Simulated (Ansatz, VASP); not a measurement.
**Two plane-wave programs on MgSiN**

```
Mg Si N
1.0
     2.73281    0.00000    0.00000
     0.00000    2.73281    0.00000
     0.00000    0.00000    6.07190
Mg Si N
1 1 1
Direct
  0.50000 0.50000 0.50000
  0.50000 0.50000 0.00000
  0.00000 0.00000 0.00000
```

Change from the starting cell: species swapped into the DyCoC type (P4/mmm, No. 123).

Alike in both runs: functional PBE; k mesh 6 × 6 × 6; occupations gaussian, width 0.1 eV; no spin polarisation.

Ansatz relaxed the structure, and its values are those at the end. VASP's run is a single point on that final structure, the one shown.

|  | VASP | Ansatz |
| --- | --- | --- |
| version | VASP 6.6.1 | Ansatz 0.2.0 |
| potentials or method | VASP PAW PBE potentials, release 64 (Mg, Si, N), cutoff 520 eV | scalar-relativistic, plane waves, PAW |
| valence electrons in the cell | 11 | 19 |

```csv
,VASP,Ansatz,Ansatz less VASP
gap on the k mesh at the Fermi level (eV),none,none,-
pressure (GPa),0.2,0.2,+0.03
```

A gap of «none» marks a metal or a gap that the smearing closes. The functional is the same, so the differences come from potentials, cutoffs and numerics. VASP's potentials hold 11 valence electrons a cell and Ansatz's 19, so a difference there can come from the potentials and not from the codes.

The k mesh is coarse, so the values compare programs but aren't converged.
